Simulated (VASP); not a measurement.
Set up this calculation in VASP 6.6.1, as the native input.

| Property | Result |
| --- | --- |
| Task | single point |
| Functional | PBE |
| Potentials or basis | VASP PAW PBE potentials, release 64 (Tl_d, Cl) |
| Cutoff | 520 eV |
| k mesh | 2 × 2 × 2 |
| Occupations | methfessel-paxton, width 0.15 eV |
| Spin | no spin polarisation |
| Dipole correction | no |
| Further INCAR settings | LREAL = Auto; ALGO = Normal; EDIFF = 1e-06; NBANDS = 86 |

The structure of Tl7Cl8 (a cell with a defect) lies in POSCAR:

```
Tl7Cl8
1.0
    7.6785920000      0.0000000000      0.0000000000
    0.0000000000      7.6785920000      0.0000000000
    0.0000000000      0.0000000000      7.6785920000
Tl Cl
7 8
Direct
    0.0188491588      0.0003651711     -0.0008338768
    0.0072738596     -0.0005247056      0.4989602260
   -0.2495049874      0.4995969313     -0.0006613192
    0.0196124498      0.4994271085      0.5012856524
    0.4812881059     -0.0006505099     -0.0025668768
    0.4895460001     -0.0000316464      0.4975255880
    0.4820721038      0.4999574141      0.5032466890
    0.2504120547      0.2401381660      0.2597437134
    0.2494110899      0.2403280445      0.7406331786
    0.2502142320      0.7594745235      0.2597357693
    0.2493397227      0.7591687382      0.7406014019
    0.7505321288      0.2419490448      0.2576571330
    0.7498596097      0.2418798915      0.7421216025
    0.7502767434      0.7575159613      0.2576145470
    0.7498969863      0.7575795146      0.7421127467
```

One way to write it, as run:

INCAR

```
  PREC = Accurate
  ENCUT = 520
  EDIFF = 1E-6
  ISMEAR = 1
  SIGMA = 0.15
  LREAL = Auto
  LASPH = T
  NELM = 100
  ALGO = Normal
  ISIF = 2
  LWAVE = F
  LCHARG = F
  GGA = PE
  NBANDS = 86
```

KPOINTS

```
regular mesh
0
Gamma
  2 2 2
```

Potentials or basis: VASP PAW PBE potentials, release 64 (Tl_d, Cl).

Launch:

```bash
$ cat potpaw_PBE.64/Tl_d/POTCAR potpaw_PBE.64/Cl/POTCAR > POTCAR
$ mpirun -np 1 vasp_std > vasp.out
```

It gave:

- Pressure: 1.2 GPa
- Largest force: 0.044 eV/Å
- Band gap on the k mesh: zero (an odd number of electrons rules out a gap without spin polarisation)

Caveat: the k points lie up to 0.41 Å⁻¹ apart, too coarse for converged energies and pressures of a metal; spin-orbit coupling is left out, which moves the levels of the heavy elements; an odd number of electrons without spin polarisation forces a metal; a magnetic or distorted state may lie lower.

Run time: 5 min on 1 thread of Intel(R) Xeon(R) 6975P-C (Granite Rapids), on a shared host, peak memory 0.56 GiB.
